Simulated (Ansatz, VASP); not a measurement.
**EuS in VASP and in Ansatz**

File INCAR:

```
ALGO = Normal
EDIFF = 1E-6
ENCUT = 600
GGA = PS
GGA_COMPAT = False
ISIF = 2
ISMEAR = -1
ISPIN = 2
LASPH = True
LCHARG = False
LDAU = True
LDAUJ = 0 0
LDAUL = 3 -1
LDAUPRINT = 1
LDAUTYPE = 2
LDAUU = 6 0
LMAXMIX = 6
LORBIT = 11
LREAL = False
LWAVE = False
MAGMOM = 9.1 0
NBANDS = 22
NELM = 200
PREC = Accurate
SIGMA = 0.15
```

Contents of KPOINTS:

```
k-points
0
Gamma
  10 10 10
```

Contents of POSCAR:

```
EuS
1.0
    0.0000000000      2.9785000000      2.9785000000
    2.9785000000      0.0000000000      2.9785000000
    2.9785000000      2.9785000000      0.0000000000
Eu S
1 1
Direct
    0.0000000000      0.0000000000      0.0000000000
    0.5000000000      0.5000000000      0.5000000000
```

Input for Ansatz:

```yaml
crystal:
  lattice:
    - [0.0, 2.9785, 2.9785]
    - [2.9785, 0.0, 2.9785]
    - [2.9785, 2.9785, 0.0]
  atoms:
    - { symbol: Eu, position: [0.0, 0.0, 0.0] }
    - { symbol: S, position: [0.5, 0.5, 0.5] }
basis:
  ecutwfc: 420.0
kpoints:
  mp_grid:
    grid: [10, 10, 10]
    shift: [0.0, 0.0, 0.0]
hamiltonian:
  xc: pbesol
  hubbard:
    - { species: Eu, l: f, u_eff: 6.0 }
magnetization:
  spin_polarized: true
  per_species:
    Eu: 9.1
scf:
  occupations:
    method: fermi_dirac
    width: 0.15
output:
  eigenvalues: true
```

Alike in both runs: task single point; functional PBEsol; k mesh 10 × 10 × 10; occupations fermi-dirac, width 0.15 eV; collinear spin; Hubbard terms Eu f U = 6.0 eV.

|  | VASP | Ansatz |
| --- | --- | --- |
| version | VASP 6.6.1 | Ansatz 0.2.0 |
| potentials or method | VASP PAW PBE potentials, release 64 (Eu, S), cutoff 600 eV | plane waves, PAW |
| valence electrons in the cell | 23 | 23 |

|  | VASP | Ansatz | Ansatz less VASP |
| --- | --- | --- | --- |
| net moment per atom (μB) | 3.50 | 3.50 | +0.001 |
| size of the moment on the site where the two differ most (μB) | 6.72 | 6.86 | +0.134 |

VASP's potentials were made for PBE, not for PBEsol. Site moments also hang on the region over which each program counts them. The programs project onto different local orbitals, so the same U acts differently, and such runs can settle in different states. Ansatz's warnings: given moment on shells, stability check not made.

Spin-orbit coupling is off throughout.
